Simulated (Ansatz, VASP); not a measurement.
## Sc3Cu in VASP and in Ansatz

```
Sc Cu
1.0
     0.00000    3.45486    3.45486
     3.45486    0.00000    3.45486
     3.45486    3.45486    0.00000
Sc Cu
3 1
Direct
  0.25000 0.25000 0.25000
  0.75000 0.75000 0.75000
  0.50000 0.50000 0.50000
  0.00000 0.00000 0.00000
```

Alike in both runs: task relaxation of cell and atoms; functional PBE; k mesh 12 × 12 × 12; occupations gaussian, width 0.1 eV; no spin polarisation.

|  | VASP | Ansatz |
| --- | --- | --- |
| version | VASP 6.6.1 | Ansatz 0.2.0 |
| potentials or method | VASP PAW PBE potentials, release 64 (Sc_sv, Cu), cutoff 600 eV | scalar-relativistic, plane waves, PAW |
| valence electrons in the cell | 44 | 52 |

VASP gave:

```
gap on the k mesh at the Fermi level, each at its own relaxed structure (eV) : none
relaxed volume (Å³/atom)                                                     : 20.62
relaxed cell length with the largest relative difference (Å)                 : 4.886
```

Question: What did Ansatz give for the same quantities?

Answer: gap on the k mesh at the Fermi level, each at its own relaxed structure (eV): none; relaxed volume (Å³/atom): 20.55; relaxed cell length with the largest relative difference (Å): 4.880.

A gap of «none» marks a metal or a gap that the smearing closes. VASP's potentials hold 44 valence electrons a cell and Ansatz's 52, so a difference there can come from the potentials and not from the codes.

Noted on VASP's run: the relaxation stopped at its first step, so nothing moved.
